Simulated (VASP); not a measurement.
A run of VASP 6.6.1:

File INCAR:

```
ALGO = Normal ; EDIFF = 1E-6
ENCUT = 520 ; GGA = PE
ISIF = 2 ; ISMEAR = 0
IVDW = 12 ; LASPH = T
LCHARG = F ; LREAL = F
LWAVE = F ; NBANDS = 11
NELM = 60 ; PREC = Accurate
SIGMA = 0.05
```

The input KPOINTS:

```
k-points
0
Gamma
  15 15 15
```

POSCAR

```
C
1.0
    1.2324984681      0.7115833223      3.3613878357
   -1.2324984681      0.7115833223      3.3613878357
    0.0000000000     -1.4231666447      3.3613878357
C
2
Direct
    0.1806926614      0.1806926614      0.1596129093
    0.8193073386      0.8193073386      0.8403870907
```

Potentials or basis: VASP PAW PBE potentials, release 64 (C).

Launch:

```console
$ cat potpaw_PBE.64/C/POTCAR > POTCAR
$ mpirun -np 1 vasp_std > vasp.out
```

Hardware: 1 thread of Intel Xeon 8259CL (shared host).

Task: How long does it take, and how much memory?

Result: Run time: 6.3 min on 1 thread of Intel Xeon 8259CL, with other jobs on the host, peak memory 0.28 GiB. Counts: scf iterations 12, k points 904.
